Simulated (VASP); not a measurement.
# PtSe2 (P-3m1) in VASP: a series of runs

Runs on PtSe2. Level: PBE+D3(BJ). Tasks: single point.

Program: VASP 6.6.1. These are calculated values, not measurements. Logs are shortened: lines on timing, memory, paths and dates and some standing lists are left out, and cuts for length are marked.

### 1 The cell of the first run

The structure is trigonal, space group P-3m1 (No. 164). The conventional cell has a = 3.780 Å, b = 3.780 Å, c = 4.945 Å, α = 90.00°, β = 90.00°, γ = 120.00°. Pt (site symmetry -3m) has 6 Se at 2.53 Å within 3.3 Å. Within 3.4 Å of Se (site symmetry 3m) lie 3 Pt at 2.53 Å and 6 Se at 3.23 to 3.37 Å.

### 2 Single point, PBE+D3(BJ) (20.40 Å³/atom)

Contents of INCAR:

```
SYSTEM = PtSe2
ALGO = Normal
EDIFF = 1E-7
ENCUT = 520
GGA = PE
ISIF = 2
ISMEAR = 0
IVDW = 12
LASPH = .TRUE.
LCHARG = .FALSE.
LREAL = .FALSE.
LWAVE = .FALSE.
NBANDS = 18
NELM = 80
PREC = Accurate
SIGMA = 0.1
```

Contents of KPOINTS:

```
k-points
0
G
  15 15 10
  0 0 0
```

Contents of POSCAR:

```
PtSe2
1.0
    3.7803948639      0.0000000000      0.0000000000
   -1.8901974320      3.2739179885      0.0000000000
    0.0000000000      0.0000000000      4.9445428036
Pt Se
1 2
Direct
    0.0000000000      0.0000000000      0.0000000000
    0.3333333333      0.6666666667      0.2596012283
    0.6666666667      0.3333333333      0.7403987717
```

Potentials or basis: VASP PAW PBE potentials, release 64 (Pt, Se).

The run is started by

```sh
$ cat potpaw_PBE.64/Pt/POTCAR potpaw_PBE.64/Se/POTCAR > POTCAR
$ mpirun -np 1 vasp_std > vasp.out
```

OUTCAR:

```text
SYSTEM = PtSe2
   EDIFF = 1E-7
   ENCUT = 520
   GGA = PE
   ISIF = 2
   ISMEAR = 0
   IVDW = 12
   LASPH = .TRUE.
   LREAL = .FALSE.
   NELM = 80
   PREC = Accurate
 IVDW          = 12

 ion  position               nearest neighbor table
   1  0.000  0.000  0.000-   2 2.53   3 2.53   3 2.53   2 2.53   3 2.53   2 2.53
   2  0.333  0.667  0.260-   1 2.53   1 2.53   1 2.53
   3  0.667  0.333  0.740-   1 2.53   1 2.53   1 2.53

  LATTYP: Found a hexagonal cell.
 ALAT       =     3.7803948639
 C/A-ratio  =     1.3079434772

  Lattice vectors:

 A1 = (   3.7803948639,   0.0000000000,   0.0000000000)
 A2 = (  -1.8901974320,   3.2739179885,   0.0000000000)
 A3 = (   0.0000000000,   0.0000000000,   4.9445428036)

Analysis of symmetry for initial positions (statically):
=====================================================================
 Subroutine PRICEL returns:
 Original cell was already a primitive cell.

 Routine SETGRP: Setting up the symmetry group for a
 hexagonal supercell.

 Subroutine GETGRP returns: Found 12 space group operations
 (whereof 12 operations were pure point group operations)
 out of a pool of 24 trial point group operations.

The static configuration has the point symmetry D_3d.

Analysis of symmetry for dynamics (positions and initial velocities):
=====================================================================
 Subroutine PRICEL returns:
 Original cell was already a primitive cell.

 Routine SETGRP: Setting up the symmetry group for a
 hexagonal supercell.

 Subroutine GETGRP returns: Found 12 space group operations
 (whereof 12 operations were pure point group operations)
 out of a pool of 24 trial point group operations.

The dynamic configuration has the point symmetry D_3d.

 Subroutine INISYM returns: Found 12 space group operations
 (whereof 12 operations are pure point group operations),
 and found     1 'primitive' translations

----------------------------------------------------------------------------------------

                                     Primitive cell

  volume of cell :      61.1971

  direct lattice vectors                    reciprocal lattice vectors
     3.780394864  0.000000000  0.000000000     0.264522632  0.152722213  0.000000000
    -1.890197432  3.273917989  0.000000000     0.000000000  0.305444426  0.000000000
     0.000000000  0.000000000  4.944542804     0.000000000  0.000000000  0.202243168

  length of vectors
     3.780394864  3.780394864  4.944542804     0.305444426  0.305444426  0.202243168
[... 83 lines left out ...]
   EDIFF  = 0.1E-06   stopping-criterion for ELM
   LREAL  =      F    real-space projection
   EDIFFG = 0.1E-05   stopping-criterion for IOM
   NSW    =      0    number of steps for IOM
   IBRION =     -1    ionic relax: 0-MD 1-quasi-New 2-CG
   NFREE  =      0    steps in history (QN), initial steepest desc. (CG)
   ISIF   =      2    stress and relaxation
   ISYM   =      2    0-nonsym 1-usesym 2-fastsym
   POTIM  = 0.5000    time-step for ionic-motion
   TEBEG  =    0.0;   TEEND  =   0.0 temperature during run
   PSTRESS=    0.0 pullay stress
   NELECT =      22.0000    total number of electrons
   NUPDOWN=      -1.0000    fix difference up-down
   EMIN   =  10.00;   EMAX   =-10.00  energy-range for DOS
   EFERMI =   0.00;   METHOD = LEGACY
   ISMEAR =     0;   SIGMA  =   0.10  broadening in eV -4-tet -1-fermi 0-gaus
   EFERMI_NEDOS =   21; number of points for ismear=-14 and -15
   IALGO  =     38    algorithm
   IMIX   =      4    mixing-type and parameters
     AMIX     =   0.40;   BMIX     =  1.00
     AMIX_MAG =   1.60;   BMIX_MAG =  1.00
  volume/ion in A,a.u.               =      20.40       137.66
  Fermi-wavevector in a.u.,A,eV,Ry     =   1.164051  2.199738 18.436096  1.355015
  Thomas-Fermi vector in A             =   2.300594
   LORBIT       =      0    0 simple, 1 ext, 2 COOP (PROOUT), +10 PAW based schemes
   GGA     = PE    functional components
   LHFCALC =     F    Hartree Fock is set to
   AEXX    =    0.0000 exact exchange contribution
   IVDW    =    12    specifies the selected vdW correction
   LEPSILON=     F    determine dielectric tensor
   LRPA    =     F    only Hartree local field effects (RPA)
 non-spin polarized calculation
 Gauss-broadening in eV      SIGMA  =   0.10
  energy-cutoff  :      520.00
  volume of cell :       61.20
 maximum number of plane-waves:      1664
   NGX = 15   NGY = 15   NGZ = 19

 number of electron      21.9999998 magnetization

 Free energy of the ion-electron system (eV)
  ---------------------------------------------------
  ext. energy  EPLUGINS =         0.00000000
  ---------------------------------------------------
  free energy    TOTEN  =       -14.23443480 eV

  energy without entropy =      -14.23081311  energy(sigma->0) =      -14.23262396

 E-fermi :   6.3492     XC(G=0): -10.6504

 val. band max:        6.3413345678   @ k =  -0.2000  -0.4667   0.1000
 cond. band min:       6.3778307281   @ k =   0.3333   0.2667   0.0000
 fundamental gap:      0.0364961603
 Fermi energy:         6.3491728832

 k-point     1 :       0.0000    0.0000    0.0000
  band No.  band energies     occupation
      1      -9.1291      2.00000
      2      -6.2807      2.00000
      3      -0.6124      2.00000
      4       0.2044      2.00000
      5       0.2044      2.00000
      6       2.5940      2.00000
[... 481 lines left out ...]
      5       1.0514      2.00000
      6       1.5862      2.00000
[... 10 lines left out ...]
     17      15.4138      0.00000
     18      16.4883      0.00000

 [... further k-points ...]

------------------------ aborting loop because EDIFF is reached ----------------------------------------

 Edisp (eV)   -1.42466

 E8    (eV) :    -0.6120

  FORCE on cell =-STRESS in cart. coord.  units (eV):
  Direction    XX          YY          ZZ          XY          YZ          ZX
  --------------------------------------------------------------------------------------
  -------------------------------------------------------------------------------------
  Total      -0.56997    -0.56997    -0.55639     0.00000     0.00000    -0.00000
  in kB     -14.92205   -14.92205   -14.56661     0.00000     0.00000    -0.00000
  external pressure =      -14.80 kB  Pullay stress =        0.00 kB

 VOLUME and BASIS-vectors are now :
 -----------------------------------------------------------------------------
  energy-cutoff  :      520.00
  volume of cell :       61.20
      direct lattice vectors                 reciprocal lattice vectors
     3.780394864  0.000000000  0.000000000     0.264522632  0.152722213  0.000000000
    -1.890197432  3.273917989  0.000000000     0.000000000  0.305444426  0.000000000
     0.000000000  0.000000000  4.944542804     0.000000000  0.000000000  0.202243168

 POSITION                                       TOTAL-FORCE (eV/Angst)
 -----------------------------------------------------------------------------------
      0.00000      0.00000      0.00000         0.000000      0.000000      0.000000
     -0.00000      2.18261      1.28361        -0.000000      0.000000      0.003545
      1.89020      1.09131      3.66093         0.000000      0.000000     -0.003545
 -----------------------------------------------------------------------------------
    total drift:                                0.000000     -0.000000     -0.000000

  FREE ENERGIE OF THE ION-ELECTRON SYSTEM (eV)
  ---------------------------------------------------
  free  energy   TOTEN  =       -15.6590930947 eV

  energy  without entropy=      -15.6554714020  energy(sigma->0) =      -15.65728225
```

OSZICAR:

```text
N       E                     dE             d eps       ncg     rms          rms(c)
DAV:   1     0.110108661917E+03    0.11011E+03   -0.10097E+04  8672   0.108E+03
DAV:   2    -0.984584353716E+01   -0.11995E+03   -0.11610E+03 10644   0.210E+02
DAV:   3    -0.149480991518E+02   -0.51023E+01   -0.50545E+01 10302   0.432E+01
DAV:   4    -0.149870601704E+02   -0.38961E-01   -0.38944E-01 10820   0.414E+00
DAV:   5    -0.149874514751E+02   -0.39130E-03   -0.39130E-03 10290   0.400E-01    0.119E+01
DAV:   6    -0.144778022138E+02    0.50965E+00   -0.42832E+00  8856   0.185E+01    0.765E+00
DAV:   7    -0.142504666651E+02    0.22734E+00   -0.82592E-01  8764   0.887E+00    0.373E+00
DAV:   8    -0.142366328950E+02    0.13834E-01   -0.52328E-02  9404   0.153E+00    0.818E-01
DAV:   9    -0.142342785153E+02    0.23544E-02   -0.70407E-03  9654   0.807E-01    0.186E-01
DAV:  10    -0.142344314319E+02   -0.15292E-03   -0.12138E-03  9918   0.209E-01    0.386E-02
DAV:  11    -0.142344333685E+02   -0.19366E-05   -0.41704E-05 11116   0.530E-02    0.257E-02
DAV:  12    -0.142344344773E+02   -0.11088E-05   -0.78356E-06  9322   0.188E-02    0.336E-03
DAV:  13    -0.142344347383E+02   -0.26100E-06   -0.78959E-07 11300   0.517E-03    0.139E-03
DAV:  14    -0.142344348045E+02   -0.66194E-07   -0.10494E-07  7384   0.241E-03
   1 F= -.15659093E+02 E0= -.15657282E+02  d E =-.362169E-02
```

It took 2.6 min on 1 thread of Intel Xeon Platinum 8375C at 2.90GHz (Ice Lake), shared host; peak memory 0.39 GiB.

Results:

```
Free energy                : -15.6591 eV
Pressure                   : -1.5 GPa
Largest force              : 0.004 eV/Å
Band gap on the k mesh     : zero (bands 11 and 12 overlap by 0.69 eV)
Dispersion energy per atom : -0.475 eV
```

Forces in eV/Å, atoms in the order of the input:
```
Pt   0.000  0.000  0.000
Se   0.000  0.000  0.004
Se   0.000  0.000 -0.004
```

Caveat: spin-orbit coupling is left out, which moves the levels of the heavy elements.

### 3 Single point, PBE+D3(BJ) (20.99 Å³/atom)

This run uses another cell than the first one, of 20.99 Å³/atom.

Contents of INCAR:

```
SYSTEM = PtSe2
PREC = Accurate ; ENCUT = 520
EDIFF = 1E-7 ; ISMEAR = 0
SIGMA = 0.1 ; LREAL = .FALSE.
LASPH = .TRUE. ; NELM = 80
ALGO = Normal ; ISIF = 2
LWAVE = .FALSE. ; LCHARG = .FALSE.
GGA = PE ; IVDW = 12
NBANDS = 18
```

Contents of KPOINTS:

```
Automatic mesh
0
G
  15 15 10
  0 0 0
```

Contents of POSCAR:

```
PtSe2
1.0
    3.7835924148      0.0000000000      0.0000000000
   -1.8917962074      3.2766871488      0.0000000000
    0.0000000000      0.0000000000      5.0799614666
Pt Se
1 2
Direct
    0.0000000000      0.0000000000      0.0000000000
    0.3333333333      0.6666666667      0.2534252180
    0.6666666667      0.3333333333      0.7465747820
```

Potentials or basis: VASP PAW PBE potentials, release 64 (Pt, Se).

The run is started by

```sh
$ cat potpaw_PBE.64/Pt/POTCAR potpaw_PBE.64/Se/POTCAR > POTCAR
$ mpirun -np 1 vasp_std > vasp.out
```

It took 3.1 min on 1 thread of Intel Xeon Platinum 8375C at 2.90GHz (Ice Lake), shared host; peak memory 0.4 GiB.

The run converged. Its results:

```yaml
Free_energy: -15.6379 eV
Pressure: -2.4 GPa
Band_gap_on_the_k_mesh: zero (bands 11 and 12 overlap by 0.51 eV)
Dispersion_energy_per_atom: -0.461 eV
```

Levels at points of the mesh, in eV from the Fermi level:
| k point | band 7 | band 8 | band 9 | band 10 | band 11 | band 12 | band 13 | band 14 | band 15 | band 16 |
| --- | --- | --- | --- | --- | --- | --- | --- | --- | --- | --- |
| (0.00, 0.00, 0.00) | -3.75 | -2.45 | -1.01 | -1.01 | 0.47 | 1.32 | 1.32 | 3.65 | 3.91 | 7.29 |
| (0.00, 0.00, 0.50) | -3.78 | -2.81 | -1.73 | -1.47 | -1.47 | 2.16 | 2.16 | 4.85 | 6.09 | 6.73 |

Caveat: spin-orbit coupling is left out, which moves the levels of the heavy elements.

The gap in the log of VASP goes by the Fermi energy; the results here count the filled bands.